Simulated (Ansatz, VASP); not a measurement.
MgS in VASP and in Ansatz

The input INCAR:

```
SYSTEM = MgS
PREC = Accurate
ENCUT = 520
EDIFF = 1E-6
ISMEAR = -1
SIGMA = 0.02
LREAL = .False.
LASPH = .True.
NELM = 80
ALGO = Normal
ISIF = 2
LWAVE = .False.
LCHARG = .False.
GGA = PE
NBANDS = 11
```

KPOINTS

```
Automatic mesh
0
Gamma
  8 8 8
  0 0 0
```

Contents of POSCAR:

```
MgS
1.0
    0.0000000000      2.7175456370      2.6015179370
    2.7175456370      0.0000000000      2.6015179370
    2.7175456370      2.7175456370      0.0000000000
Mg S
1 1
Direct
    0.0000000000      0.0000000000      0.0000000000
    0.5000000000      0.5000000000      0.5000000000
```

Input for Ansatz:

```yaml
crystal:
  lattice:
    - [0.0, 2.717545637, 2.601517937]
    - [2.717545637, 0.0, 2.601517937]
    - [2.717545637, 2.717545637, 0.0]
  atoms:
    - { symbol: Mg, position: [0.0, 0.0, 0.0] }
    - { symbol: S, position: [0.5, 0.5, 0.5] }
kpoints:
  mp_grid: { grid: [8, 8, 8] }
  band_path:
    path:
      - [0.0, 0.0, 0.0]
      - [0.5, 0.0, 0.5]
      - [0.625, 0.25, 0.625]
      - [0.375, 0.375, 0.75]
      - [0.5, 0.5, 0.5]
      - [0.5, 0.25, 0.75]
    npoints: 1
hamiltonian:
  xc: pbe
scf:
  occupations: { method: fermi_dirac, width: 0.02 }
  n_extra_bands: 4
output:
  forces: true
  stress: true
  eigenvalues: true
```

Change from the starting cell: biaxial_xy strain +4.5%.

Alike in both runs: task single point; functional PBE; k mesh 8 × 8 × 8; occupations fermi-dirac, width 0.02 eV; no spin polarisation.

|  | VASP | Ansatz |
| --- | --- | --- |
| version | VASP 6.6.1 | Ansatz 0.2.0 |
| potentials or method | VASP PAW PBE potentials, release 64 (Mg, S) | plane waves, PAW |
| plane-wave cutoff (eV) | 520 | 420 |
| valence electrons in the cell | 8 | 16 |

Ansatz gave:

| Item | Value |
| --- | --- |
| gap on the k mesh at the Fermi level (eV) | 2.43 |
| pressure (GPa) | -4.3 |
| traceless stress, the component that is largest in VASP (GPa) | 1.95 |

Problem. Estimate VASP's values.

Solution. gap on the k mesh at the Fermi level (eV): 2.41; pressure (GPa): -4.6; traceless stress, the component that is largest in VASP (GPa): 1.93.

With one functional, cell and mesh, what is left measures potentials, basis and numerics. VASP's potentials hold 8 valence electrons a cell and Ansatz's 16, so a difference there can come from the potentials and not from the codes.
